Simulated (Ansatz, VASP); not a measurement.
**Li in VASP and in Ansatz**

The input INCAR:

```
SYSTEM = Li
  PREC = Accurate
  ENCUT = 650
  EDIFF = 1E-8
  ISMEAR = -1
  SIGMA = 0.08
  LREAL = .FALSE.
  LASPH = .TRUE.
  NELM = 120
  ALGO = Normal
  ISIF = 2
  LWAVE = .FALSE.
  LCHARG = .FALSE.
  GGA = PS
  LEFG = .TRUE.
  NBANDS = 8
  GGA_COMPAT = .FALSE.
```

The input KPOINTS:

```
regular mesh
0
G
  13 13 13
  0 0 0
```

Contents of POSCAR:

```
Li
1.0
    0.0000000000      2.2309770072      2.2309770072
    2.2309770072      0.0000000000      2.2309770072
    2.2309770072      2.2309770072      0.0000000000
Li
1
Direct
    0.0000000000      0.0000000000      0.0000000000
```

Input for Ansatz:

```yaml
crystal:
  lattice:
    - [0.0, 2.2309770072, 2.2309770072]
    - [2.2309770072, 0.0, 2.2309770072]
    - [2.2309770072, 2.2309770072, 0.0]
  atoms:
    - { symbol: Li, position: [0.0, 0.0, 0.0] }
kpoints:
  mp_grid: { grid: [13, 13, 13] }
scf:
  occupations: { method: fermi_dirac, width: 0.08 }
hamiltonian:
  xc: pbesol
  pseudopotentials: { kind: all_electron, datasets: crystal }
output:
  forces: true
  stress: true
  eigenvalues: true
  efg: { contact_densities: true }
```

Change from the starting cell: volume scaled by 1.04, crystal datasets.

Alike in both runs: task electric field gradients; functional PBEsol; k mesh 13 × 13 × 13; occupations fermi-dirac, width 0.08 eV; no spin polarisation.

|  | VASP | Ansatz |
| --- | --- | --- |
| version | VASP 6.6.1 | Ansatz 0.2.0 |
| potentials or method | VASP PAW PBE potentials, release 64 (Li_sv), cutoff 650 eV | all-electron PAW with datasets made for the crystal, scalar-relativistic |

Ansatz gave:

```
pressure (GPa) : -1.1
```

Task: What did VASP give for the same quantities?

Result: Pressure (GPa): -1.3.

VASP's potentials were made for PBE, not for PBEsol. Ansatz ran all-electron here, and VASP with PAW potentials.
